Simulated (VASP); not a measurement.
# BeCl3 (Fm-3m) in VASP: single point with PBE

Aim: the single point of BeCl3 with PBE.

Program: VASP 6.6.1. These are calculated values, not measurements. Logs are shortened: lines on timing, memory, paths and dates and some standing lists are left out, and cuts for length are marked.

### Step 1. The cell of the first run

The structure is cubic, space group Fm-3m (No. 225). The conventional cell has a = 6.625 Å, b = 6.625 Å, c = 6.625 Å, α = 90.00°, β = 90.00°, γ = 90.00°. Be (site symmetry m-3m) has 14 Cl at 2.87 to 3.31 Å within 3.8 Å. Cl (site symmetry -43m) has 4 Be at 2.87 Å and 10 Cl at 2.87 to 3.31 Å within 3.8 Å. Within 3.8 Å of Cl (site symmetry m-3m) lie 8 Cl at 2.87 Å and 6 Be at 3.31 Å.

### Step 2. Single point, PBE

INCAR reads:

```
  ALGO = Normal
  EDIFF = 1E-6
  ENCUT = 520
  GGA = PE
  ISIF = 2
  ISMEAR = 0
  LASPH = True
  LCHARG = False
  LREAL = False
  LWAVE = False
  NBANDS = 20
  NELM = 100
  PREC = Accurate
  SIGMA = 0.1
```

KPOINTS reads:

```
k-points
0
Gamma
  12 12 12
```

POSCAR reads:

```
BeCl3
1.0
    0.0000000000      3.3125092228      3.3125092228
    3.3125092228      0.0000000000      3.3125092228
    3.3125092228      3.3125092228      0.0000000000
Be Cl
1 3
Direct
    0.0000000000      0.0000000000      0.0000000000
    0.2500000000      0.2500000000      0.2500000000
    0.7500000000      0.7500000000      0.7500000000
    0.5000000000      0.5000000000      0.5000000000
```

Potentials or basis: VASP PAW PBE potentials, release 64 (Be, Cl).

The run is started by

```sh
> cat potpaw_PBE.64/Be/POTCAR potpaw_PBE.64/Cl/POTCAR > POTCAR
> mpirun -np 1 vasp_std > vasp.out
```

OUTCAR:

```text
EDIFF = 1E-6
   ENCUT = 520
   GGA = PE
   ISIF = 2
   ISMEAR = 0
   LASPH = True
   LREAL = False
   NELM = 100
   PREC = Accurate

 ion  position               nearest neighbor table
   1  0.000  0.000  0.000-
   2  0.250  0.250  0.250-
   3  0.750  0.750  0.750-
   4  0.500  0.500  0.500-

  LATTYP: Found a face centered cubic cell.
 ALAT       =     6.6250184456

  Lattice vectors:

 A1 = (   0.0000000000,   3.3125092228,   3.3125092228)
 A2 = (   3.3125092228,   0.0000000000,   3.3125092228)
 A3 = (   3.3125092228,   3.3125092228,   0.0000000000)

Analysis of symmetry for initial positions (statically):
=====================================================================
 Subroutine PRICEL returns:
 Original cell was already a primitive cell.

 Routine SETGRP: Setting up the symmetry group for a
 face centered cubic supercell.

 Subroutine GETGRP returns: Found 48 space group operations
 (whereof 48 operations were pure point group operations)
 out of a pool of 48 trial point group operations.

The static configuration has the point symmetry O_h .

Analysis of symmetry for dynamics (positions and initial velocities):
=====================================================================
 Subroutine PRICEL returns:
 Original cell was already a primitive cell.

 Routine SETGRP: Setting up the symmetry group for a
 face centered cubic supercell.

 Subroutine GETGRP returns: Found 48 space group operations
 (whereof 48 operations were pure point group operations)
 out of a pool of 48 trial point group operations.

The dynamic configuration has the point symmetry O_h .

 Subroutine INISYM returns: Found 48 space group operations
 (whereof 48 operations are pure point group operations),
 and found     1 'primitive' translations

----------------------------------------------------------------------------------------

                                     Primitive cell

  volume of cell :      72.6945

  direct lattice vectors                    reciprocal lattice vectors
     0.000000000  3.312509223  3.312509223    -0.150942976  0.150942976  0.150942976
     3.312509223  0.000000000  3.312509223     0.150942976 -0.150942976  0.150942976
     3.312509223  3.312509223  0.000000000     0.150942976  0.150942976 -0.150942976

  length of vectors
     4.684595468  4.684595468  4.684595468     0.261440903  0.261440903  0.261440903

  position of ions in fractional coordinates (direct lattice)
     0.000000000  0.000000000  0.000000000
     0.250000000  0.250000000  0.250000000
     0.750000000  0.750000000  0.750000000
     0.500000000  0.500000000  0.500000000

  ion indices of the primitive-cell ions
   primitive index   ion index
                 1           1
                 2           2
                 3           3
                 4           4

----------------------------------------------------------------------------------------

 KPOINTS: k-points

Automatic generation of k-mesh.
 Grid dimensions read from file:
 generate k-points for:   12   12   12

 Generating k-lattice:

  Cartesian coordinates                     Fractional coordinates (reciprocal lattice)
    -0.012578581  0.012578581  0.012578581     0.083333333  0.000000000  0.000000000
     0.012578581 -0.012578581  0.012578581     0.000000000  0.083333333  0.000000000
     0.012578581  0.012578581 -0.012578581     0.000000000  0.000000000  0.083333333

  Length of vectors
     0.021786742  0.021786742  0.021786742

  Shift w.r.t. Gamma in fractional coordinates (k-lattice)
     0.000000000  0.000000000  0.000000000

 Subroutine IBZKPT returns following result:
 ===========================================

 Found     72 irreducible k-points:

 Following reciprocal coordinates:
            Coordinates               Weight
  0.000000  0.000000  0.000000      1.000000
  0.083333  0.000000  0.000000      8.000000
  0.166667  0.000000  0.000000      8.000000
  0.250000  0.000000  0.000000      8.000000
  0.333333  0.000000  0.000000      8.000000
  0.416667  0.000000  0.000000      8.000000
[... 16 lines left out ...]
  0.500000  0.166667  0.000000     24.000000
 -0.416667  0.166667  0.000000     24.000000
 [... further k-points ...]
   k-points           NKPTS =     72   k-points in BZ     NKDIM =     72   number of bands    NBANDS=     20
   number of dos      NEDOS =    301   number of ions     NIONS =      4
   total plane-waves  NPLWV =  46656
   dimension x,y,z NGX =    36 NGY =   36 NGZ =   36
   dimension x,y,z NGXF=    72 NGYF=   72 NGZF=   72
   ions per type =               1   3
   NGX,Y,Z   is equivalent  to a cutoff of  12.78, 12.78, 12.78 a.u.
   NGXF,Y,Z  is equivalent  to a cutoff of  25.55, 25.55, 25.55 a.u.
 SYSTEM =  unknown system
   PREC   = accura    normal or accurate (medium, high low for compatibility)
   ISTART =      0    job   : 0-new  1-cont  2-samecut
   ICHARG =      2    charge: 1-file 2-atom 10-const
   ISPIN  =      1    spin polarized calculation?
   LNONCOLLINEAR =      F non collinear calculations
   LSORBIT =      F    spin-orbit coupling
   LASPH  =      T    aspherical Exc in radial PAW
   ENCUT  =  520.0 eV  38.22 Ry    6.18 a.u.   8.71  8.71  8.71*2*pi/ulx,y,z
   NELM   =    100;   NELMIN=  2; NELMDL= -5     # of ELM steps
   EDIFF  = 0.1E-05   stopping-criterion for ELM
   LREAL  =      F    real-space projection
   EDIFFG = 0.1E-04   stopping-criterion for IOM
   NSW    =      0    number of steps for IOM
   IBRION =     -1    ionic relax: 0-MD 1-quasi-New 2-CG
   NFREE  =      0    steps in history (QN), initial steepest desc. (CG)
   ISIF   =      2    stress and relaxation
   ISYM   =      2    0-nonsym 1-usesym 2-fastsym
   POTIM  = 0.5000    time-step for ionic-motion
   TEBEG  =    0.0;   TEEND  =   0.0 temperature during run
   PSTRESS=    0.0 pullay stress
   NELECT =      23.0000    total number of electrons
   NUPDOWN=      -1.0000    fix difference up-down
   EMIN   =  10.00;   EMAX   =-10.00  energy-range for DOS
   EFERMI =   0.00;   METHOD = LEGACY
   ISMEAR =     0;   SIGMA  =   0.10  broadening in eV -4-tet -1-fermi 0-gaus
   EFERMI_NEDOS =   21; number of points for ismear=-14 and -15
   IALGO  =     38    algorithm
   IMIX   =      4    mixing-type and parameters
     AMIX     =   0.40;   BMIX     =  1.00
     AMIX_MAG =   1.60;   BMIX_MAG =  1.00
  volume/ion in A,a.u.               =      18.17       122.64
  Fermi-wavevector in a.u.,A,eV,Ry     =   1.115536  2.108058 16.931377  1.244421
  Thomas-Fermi vector in A             =   2.252142
   LORBIT       =      0    0 simple, 1 ext, 2 COOP (PROOUT), +10 PAW based schemes
   GGA     = PE    functional components
   LHFCALC =     F    Hartree Fock is set to
   AEXX    =    0.0000 exact exchange contribution
   IVDW    =     0    specifies the selected vdW correction
   LEPSILON=     F    determine dielectric tensor
   LRPA    =     F    only Hartree local field effects (RPA)
 non-spin polarized calculation
 Gauss-broadening in eV      SIGMA  =   0.10
  energy-cutoff  :      520.00
  volume of cell :       72.69
 maximum number of plane-waves:      1980
   NGX = 17   NGY = 17   NGZ = 17

 number of electron      23.0000005 magnetization

 Free energy of the ion-electron system (eV)
  ---------------------------------------------------
  ext. energy  EPLUGINS =         0.00000000
  ---------------------------------------------------
  free energy    TOTEN  =        -7.20492591 eV

  energy without entropy =       -7.17099305  energy(sigma->0) =       -7.18795948

 E-fermi :   3.2808     XC(G=0):  -9.6866

 val. band max:        3.2745738511   @ k =  -0.3333   0.3333   0.0833
 cond. band min:       3.2845467340   @ k =   0.4167   0.1667   0.0833
 fundamental gap:      0.0099728829
 Fermi energy:         3.2808200032

 k-point     1 :       0.0000    0.0000    0.0000
  band No.  band energies     occupation
      1     -12.6031      2.00000
      2     -10.4258      2.00000
      3      -9.3857      2.00000
      4      -0.0016      2.00000
      5      -0.0016      2.00000
      6      -0.0016      2.00000
[... 12 lines left out ...]
     19      17.5198      0.00000
     20      17.5201      0.00000

 k-point     2 :       0.0833    0.0000    0.0000
  band No.  band energies     occupation
      1     -12.5654      2.00000
      2     -10.4483      2.00000
      3      -9.4243      2.00000
      4      -0.3129      2.00000
      5      -0.1171      2.00000
      6      -0.1171      2.00000
[... 12 lines left out ...]
     19      17.3903      0.00000
     20      17.3916      0.00000

 k-point     3 :       0.1667    0.0000    0.0000
  band No.  band energies     occupation
      1     -12.4543      2.00000
      2     -10.5160      2.00000
      3      -9.5326      2.00000
      4      -0.6512      2.00000
      5      -0.2977      2.00000
      6      -0.2977      2.00000
[... 12 lines left out ...]
     19      16.5421      0.00000
     20      17.0458      0.00000

 k-point     4 :       0.2500    0.0000    0.0000
  band No.  band energies     occupation
      1     -12.2766      2.00000
      2     -10.6322      2.00000
      3      -9.6848      2.00000
      4      -0.9010      2.00000
      5      -0.4509      2.00000
      6      -0.4509      2.00000
[... 12 lines left out ...]
     19      15.5275      0.00000
     20      16.6016      0.00000

 k-point     5 :       0.3333    0.0000    0.0000
  band No.  band energies     occupation
      1     -12.0466      2.00000
      2     -10.8027      2.00000
      3      -9.8370      2.00000
      4      -1.0715      2.00000
      5      -0.5581      2.00000
      6      -0.5581      2.00000
[... 12 lines left out ...]
     19      14.8433      0.00000
     20      16.1878      0.00000
[... 353 lines left out ...]
      6      -0.2464      2.00000
[... 12 lines left out ...]
     19      14.7416      0.00000
     20      16.0321      0.00000

 k-point    22 :       0.4167    0.1667    0.0000
  band No.  band energies     occupation
      1     -11.8472      2.00000
      2     -10.8683      2.00000
      3     -10.0349      2.00000
      4      -1.4781      2.00000
      5      -1.1841      2.00000
      6      -0.3640      2.00000
[... 12 lines left out ...]
     19      14.6978      0.00000
     20      15.5717      0.00000

 k-point    23 :       0.5000    0.1667    0.0000
  band No.  band energies     occupation
      1     -11.6107      2.00000
      2     -11.0617      2.00000
      3     -10.1276      2.00000
      4      -1.5978      2.00000
      5      -1.1344      2.00000
      6      -0.4748      2.00000
[... 12 lines left out ...]
     19      14.9956      0.00000
     20      15.3216      0.00000

 k-point    24 :      -0.4167    0.1667    0.0000
  band No.  band energies     occupation
      1     -11.5545      2.00000
      2     -11.1156      2.00000
      3     -10.1381      2.00000
      4      -1.6249      2.00000
      5      -1.0058      2.00000
      6      -0.5836      2.00000
[... 12 lines left out ...]
     19      14.7933      0.00000
     20      15.0258      0.00000

 [... further k-points ...]
[... 5 lines left out ...]
  --------------------------------------------------------------------------------------
  -------------------------------------------------------------------------------------
  Total       -0.0440360     -0.0440360     -0.0440360     -0.0000000     -0.0000000      0.0000000
  in kB       -0.9705479     -0.9705479     -0.9705479     -0.0000000     -0.0000000      0.0000000
  external PRESSURE =      -0.9705479 kB  Pullay stress =       0.0000000 kB

 VOLUME and BASIS-vectors are now :
 -----------------------------------------------------------------------------
  energy-cutoff  :      520.00
  volume of cell :       72.69
      direct lattice vectors                 reciprocal lattice vectors
     0.000000000  3.312509223  3.312509223    -0.150942976  0.150942976  0.150942976
     3.312509223  0.000000000  3.312509223     0.150942976 -0.150942976  0.150942976
     3.312509223  3.312509223  0.000000000     0.150942976  0.150942976 -0.150942976

 POSITION                                       TOTAL-FORCE (eV/Angst)
 -----------------------------------------------------------------------------------
      0.00000      0.00000      0.00000        -0.000000      0.000000     -0.000000
      1.65625      1.65625      1.65625         0.000000      0.000000      0.000000
      4.96876      4.96876      4.96876        -0.000000     -0.000000     -0.000000
      3.31251      3.31251      3.31251        -0.000000      0.000000     -0.000000
 -----------------------------------------------------------------------------------
    total drift:                                0.000000      0.000000      0.000000

  FREE ENERGIE OF THE ION-ELECTRON SYSTEM (eV)
  ---------------------------------------------------
  free  energy   TOTEN  =        -7.2049259111 eV

  energy  without entropy=       -7.1709930536  energy(sigma->0) =       -7.18795948
```

It took 1.7 min on 1 thread of AMD EPYC 7R43 (Zen 3), shared host; peak memory 0.2 GiB.

Results:

```yaml
Free_energy: -7.2049 eV
Pressure: -0.1 GPa
```

Caveat: an odd number of electrons without spin polarisation forces a metal; a magnetic or distorted state may lie lower.
